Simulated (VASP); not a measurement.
# NbBr3 (P4/mmm) in VASP: single point with PBEsol

Aim: the single point of NbBr3 with PBEsol.

Everything below comes from runs of VASP 6.6.1. Logs are shortened: lines on timing, memory, paths and dates and some standing lists are left out, and cuts for length are marked.

## (1) The cell of the first run

The structure is tetragonal, space group P4/mmm (No. 123). The conventional cell has a = 5.237 Å, b = 5.237 Å, c = 5.197 Å, α = 90.00°, β = 90.00°, γ = 90.00°. Within 3.4 Å of Nb (site symmetry 4/mmm) lie 6 Br at 2.60 to 2.62 Å. Within 3.4 Å of Br (site symmetry 4/mmm) lie 2 Nb at 2.60 Å. Within 3.5 Å of Br (site symmetry mmm) lie 2 Nb at 2.62 Å.

## (2) Single point, PBEsol, collinear spin

Contents of INCAR:

```
SYSTEM = NbBr3
PREC = Accurate ; ENCUT = 500
EDIFF = 1E-6 ; ISMEAR = 0
SIGMA = 0.05 ; LREAL = .False.
LASPH = .True. ; NELM = 200
ALGO = Normal ; ISIF = 2
LWAVE = .False. ; LCHARG = .False.
ISPIN = 2 ; MAGMOM = 2 -2 0 0 0 0 0 0
LORBIT = 11 ; LMAXMIX = 4
GGA = PS ; NBANDS = 48
ISYM = 0 ; GGA_COMPAT = .False.
KPAR = 4
```

Contents of KPOINTS:

```
regular mesh
0
Gamma
  6 6 3
  0 0 0
```

Contents of POSCAR:

```
NbBr3
1.0
    5.1966798028      0.0000000000      0.0000000000
    0.0000000000      5.2373579770      5.2373579768
    0.0000000000      0.0000000001     10.4747159538
Nb Br
2 6
Direct
    0.0000000000      0.0000000000      0.0000000000
    0.0000000000      0.0000000000      0.5000000000
    0.5000000000      0.0000000000      0.0000000000
    0.0000000000      0.0000000000      0.2499999511
    0.0000000000      0.4999999022      0.7500000489
    0.5000000000      0.0000000000      0.5000000000
    0.0000000000      0.0000000000      0.7500000489
    0.0000000000      0.5000000978      0.2499999511
```

Potentials or basis: VASP PAW PBE potentials, release 64 (Nb_sv, Br).

Run with:

```bash
$ cat potpaw_PBE.64/Nb_sv/POTCAR potpaw_PBE.64/Br/POTCAR > POTCAR
$ mpirun -np 4 vasp_std > vasp.out
```

OUTCAR:

```text
SYSTEM = NbBr3
   PREC = Accurate
   ENCUT = 500
   EDIFF = 1E-6
   ISMEAR = 0
   LREAL = .False.
   LASPH = .True.
   NELM = 200
   ISIF = 2
   ISPIN = 2
   LORBIT = 11
   GGA = PS
   ISYM = 0

 ion  position               nearest neighbor table
   1  0.000  0.000  0.000-   3 2.60   3 2.60   7 2.62   4 2.62   8 2.62   5 2.62
   2  0.000  0.000  0.500-   6 2.60   6 2.60   7 2.62   4 2.62   5 2.62   8 2.62
   3  0.500  0.000  0.000-   1 2.60   1 2.60
   4  0.000  0.000  0.250-   1 2.62   2 2.62
   5  0.000  0.500  0.750-   1 2.62   2 2.62
   6  0.500  0.000  0.500-   2 2.60   2 2.60
   7  0.000  0.000  0.750-   1 2.62   2 2.62
   8  0.000  0.500  0.250-   1 2.62   2 2.62

IMPORTANT INFORMATION: All symmetrisations will be switched off!
NOSYMM: (Re-)initialisation of all symmetry stuff for point group C_1.

----------------------------------------------------------------------------------------

                                     Primitive cell

  volume of cell :     285.0890

  direct lattice vectors                    reciprocal lattice vectors
     5.196679803  0.000000000  0.000000000     0.192430559  0.000000000  0.000000000
     0.000000000  5.237357977  5.237357977     0.000000000  0.190935965 -0.000000000
     0.000000000  0.000000000 10.474715954     0.000000000 -0.095467983  0.095467983

  length of vectors
     5.196679803  7.406742682 10.474715954     0.192430559  0.190935965  0.135012116

  position of ions in fractional coordinates (direct lattice)
     0.000000000  0.000000000  0.000000000
     0.000000000  0.000000000  0.500000000
     0.500000000  0.000000000  0.000000000
     0.000000000  0.000000000  0.249999951
     0.000000000  0.499999902  0.750000049
     0.500000000  0.000000000  0.500000000
     0.000000000  0.000000000  0.750000049
     0.000000000  0.500000098  0.249999951

  ion indices of the primitive-cell ions
   primitive index   ion index
                 1           1
                 2           2
                 3           3
                 4           4
                 5           5
                 6           6
                 7           7
                 8           8

----------------------------------------------------------------------------------------

 KPOINTS: regular mesh

Automatic generation of k-mesh.
 Grid dimensions read from file:
 generate k-points for:    6    6    3

 Generating k-lattice:

[... 103 lines left out ...]

 Free energy of the ion-electron system (eV)
  ---------------------------------------------------
  ext. energy  EPLUGINS =         0.00000000
  ---------------------------------------------------
  free energy    TOTEN  =       -37.50092004 eV

  energy without entropy =      -37.48017277  energy(sigma->0) =      -37.49054641

 E-fermi :   1.7399     XC(G=0):  -7.6472

 val. band max:        1.7398236310   @ k =   0.1667  -0.3333  -0.0000
 cond. band min:       1.7416306301   @ k =   0.3333   0.1667  -0.3333
 fundamental gap:      0.0018069991
 Fermi energy:         1.7398793942

 spin component 1

 k-point     1 :       0.0000    0.0000    0.0000
  band No.  band energies     occupation
      1     -54.7798      1.00000
      2     -54.0460      1.00000
      3     -30.9877      1.00000
      4     -30.8889      1.00000
      5     -30.8889      1.00000
      6     -30.2265      1.00000
[... 1165 lines left out ...]
     45       7.6692      0.00000
     46       7.8795      0.00000

 [... further k-points ...]

 spin component 2

 k-point     1 :       0.0000    0.0000    0.0000
  band No.  band energies     occupation
      1     -54.7798      1.00000
      2     -54.0460      1.00000
      3     -30.9877      1.00000
      4     -30.8888      1.00000
      5     -30.8888      1.00000
      6     -30.2260      1.00000
[... 1165 lines left out ...]
     45       7.6692      0.00000
     46       7.8795      0.00000

 [... further k-points ...]

 [bands above 46 left out]

------------------------ aborting loop because EDIFF is reached ----------------------------------------

  FORCE on cell =-STRESS in cart. coord.  units (eV):
  Direction    XX          YY          ZZ          XY          YZ          ZX
  --------------------------------------------------------------------------------------
  -------------------------------------------------------------------------------------
  Total       -3.5425049     -3.9382595     -3.9391053      0.0000068     -0.0005387      0.0000156
  in kB      -19.9085931    -22.1327019    -22.1374552      0.0000380     -0.0030275      0.0000875
  external PRESSURE =     -21.3929167 kB  Pullay stress =       0.0000000 kB

 VOLUME and BASIS-vectors are now :
 -----------------------------------------------------------------------------
  energy-cutoff  :      500.00
  volume of cell :      285.09
      direct lattice vectors                 reciprocal lattice vectors
     5.196679803  0.000000000  0.000000000     0.192430559  0.000000000  0.000000000
     0.000000000  5.237357977  5.237357977     0.000000000  0.190935965 -0.000000000
     0.000000000  0.000000000 10.474715954     0.000000000 -0.095467983  0.095467983

 POSITION                                       TOTAL-FORCE (eV/Angst)
 -----------------------------------------------------------------------------------
      0.00000      0.00000      0.00000         0.000003     -0.000001     -0.000001
      0.00000      0.00000      5.23736        -0.000000     -0.000001     -0.000001
      2.59834      0.00000      0.00000        -0.000000      0.000000      0.000000
      0.00000      0.00000      2.61868         0.000000     -0.000001     -0.000126
      0.00000      2.61868     10.47472        -0.000000     -0.000130     -0.000000
      2.59834      0.00000      5.23736        -0.000001     -0.000000      0.000000
      0.00000      0.00000      7.85604        -0.000001      0.000002      0.000127
      0.00000      2.61868      5.23736        -0.000001      0.000131      0.000001
 -----------------------------------------------------------------------------------
    total drift:                                0.000003     -0.000001     -0.000002

  FREE ENERGIE OF THE ION-ELECTRON SYSTEM (eV)
  ---------------------------------------------------
  free  energy   TOTEN  =       -37.5009200374 eV

  energy  without entropy=      -37.4801727748  energy(sigma->0) =      -37.49054641

 total charge

# of ion       s       p       d       tot
------------------------------------------
    1        2.118   5.975   2.389  10.482
    2        2.118   5.975   2.390  10.482
    3        1.595   3.244   0.026   4.865
    4        1.594   3.244   0.025   4.863
    5        1.594   3.244   0.025   4.863
    6        1.595   3.244   0.026   4.865
    7        1.594   3.244   0.025   4.863
    8        1.594   3.244   0.025   4.863
--------------------------------------------------
tot         13.800  31.416   4.931  50.147

 magnetization (x)

# of ion       s       p       d       tot
------------------------------------------
    1        0.009   0.008   1.072   1.089
    2       -0.009  -0.008  -1.072  -1.089
    3       -0.002  -0.021   0.009  -0.014
    4       -0.000  -0.000  -0.000  -0.000
    5       -0.000  -0.000  -0.000  -0.000
    6        0.002   0.021  -0.009   0.014
    7       -0.000  -0.000  -0.000  -0.000
    8       -0.000  -0.000  -0.000  -0.000
--------------------------------------------------
tot         -0.000  -0.000  -0.000  -0.000
```

stdout:

```text
POSCAR found type information on POSCAR NbBr
 POSCAR found :  2 types and       8 ions
 scaLAPACK will be used
 -----------------------------------------------------------------------------
|                                                                             |
|                                                                             |
|     You enforced a specific xc type in the INCAR file but a different       |
|     I HOPE YOU KNOW WHAT YOU ARE DOING!                                     |
|                                                                             |
 -----------------------------------------------------------------------------

 LDA part: xc-table for (Slater+PW92), standard interpolation
 POSCAR, INCAR and KPOINTS ok, starting setup
 FFT: planning ... GRIDC
 FFT: planning ... GRID_SOFT
 FFT: planning ... GRID
 WAVECAR not read
 entering main loop
```

Wall time 6.6 min (4 MPI ranks of Intel Xeon 6975P-C (Granite Rapids), shared host); peak memory 1.2 GiB.

Results:

```
Free energy                                           : -37.5009 eV
Pressure                                              : -2.1 GPa
Band gap on the k mesh                                : zero (filled and empty bands overlap)
Net moment                                            : 0.00 μB per cell
Site moments                                          : Nb +1.09, -1.09; Br -0.01, -0.00, +0.01 (each value once) μB
Valence electrons inside the program's atomic spheres : Nb 10.48; Br 4.87, 4.86 (each value once)
```

Stress tensor (GPa, compression positive):
```
-1.99  0.00  0.00
 0.00 -2.21  0.00
 0.00  0.00 -2.21
```

Levels at points of the mesh, in eV from the Fermi level:
Spin up:
| k point | band 30 | band 31 | band 32 | band 33 | band 34 | band 35 | band 36 | band 37 |
| --- | --- | --- | --- | --- | --- | --- | --- | --- |
| (0.00, 0.00, 0.00) | -2.65 | -2.65 | -1.98 | -1.08 | -1.08 | -0.98 | 0.06 | 0.25 |
| (0.50, 0.00, 0.00) | -2.08 | -2.08 | -1.97 | -0.95 | 0.26 | 0.33 | 0.33 | 1.30 |
| (0.00, 0.50, 0.00) | -2.84 | -2.75 | -2.75 | -1.06 | -1.06 | 0.02 | 0.18 | 0.31 |
| (0.50, 0.50, 0.00) | -3.30 | -2.08 | -2.08 | 0.18 | 0.34 | 0.34 | 0.64 | 0.77 |
Spin down:
```
           k point  band 30  band 31  band 32  band 33  band 34  band 35  band 36  band 37
(0.00, 0.00, 0.00)    -2.65    -2.65    -1.98    -1.08    -1.08    -0.98     0.06     0.25
(0.50, 0.00, 0.00)    -2.08    -2.08    -1.97    -0.95     0.26     0.33     0.33     1.30
(0.00, 0.50, 0.00)    -2.84    -2.75    -2.75    -1.06    -1.06     0.02     0.18     0.31
(0.50, 0.50, 0.00)    -3.30    -2.08    -2.08     0.18     0.34     0.34     0.64     0.77
```

Caveat: the PAW data sets were made with another functional, which shifts forces and pressure a little.
